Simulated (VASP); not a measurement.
Wanted: the native input for a VASP 6.6.1 run.

- Task: single point
- Functional: PBE
- Potentials or basis: VASP PAW PBE potentials, release 64 (Ge_d, Sb, Te)
- Cutoff: 520 eV
- k mesh: 9 × 9 × 3
- Occupations: gaussian, width 0.03 eV
- Spin: no spin polarisation
- Dipole correction: no
- Further INCAR settings: ALGO = Normal; EDIFF = 1e-06; NBANDS = 33

The structure of GeSb2Te4 lies in POSCAR:

```
GeSb2Te4
1.0
   -4.2977010893      0.0000000000      0.0000000000
   -2.1488505447     -3.7219183212      0.0000000000
   -1.6114230234     -0.9303555163     14.1302728042
Ge Sb Te
1 2 4
Direct
    0.4503224668      0.4503224668      0.2073377777
   -0.0239962114     -0.0239962114      0.7713543595
    0.7138326834      0.7138326834      0.4866674886
    0.8085847670      0.8085847670      0.1076086130
   -0.3875858267     -0.3875858267      0.8923956264
    0.3455739122      0.3455739122      0.6263878696
    0.0780549536      0.0780549536      0.3630952651
```

The input as run:

INCAR

```
SYSTEM = GeSb2Te4
PREC = Accurate ; ENCUT = 520
EDIFF = 1E-6 ; ISMEAR = 0
SIGMA = 0.03 ; LREAL = .FALSE.
LASPH = .TRUE. ; NELM = 80
ALGO = Normal ; ISIF = 2
LWAVE = .FALSE. ; LCHARG = .FALSE.
GGA = PE ; NBANDS = 33
```

KPOINTS

```
Automatic mesh
0
G
  9 9 3
  0 0 0
```

Potentials or basis: VASP PAW PBE potentials, release 64 (Ge_d, Sb, Te).

The run is started by

```sh
$ cat potpaw_PBE.64/Ge_d/POTCAR potpaw_PBE.64/Sb/POTCAR potpaw_PBE.64/Te/POTCAR > POTCAR
$ mpirun -np 1 vasp_std > vasp.out
```

It gave:

* Pressure: 0.2 GPa
* Largest force: 0.143 eV/Å
* Band gap on the k mesh: 0.29 eV (least direct gap 0.35 eV)

Caveat: spin-orbit coupling is left out, which moves the levels of the heavy elements; an odd mesh through Γ misses points on the zone boundary, where band edges can lie; this functional lacks dispersion, which binds the layers, so the pressure and a relaxed spacing across them are unreliable.

Wall time 12 min on 1 thread of Intel Xeon 8259CL, on a shared host, peak memory 0.66 GiB.
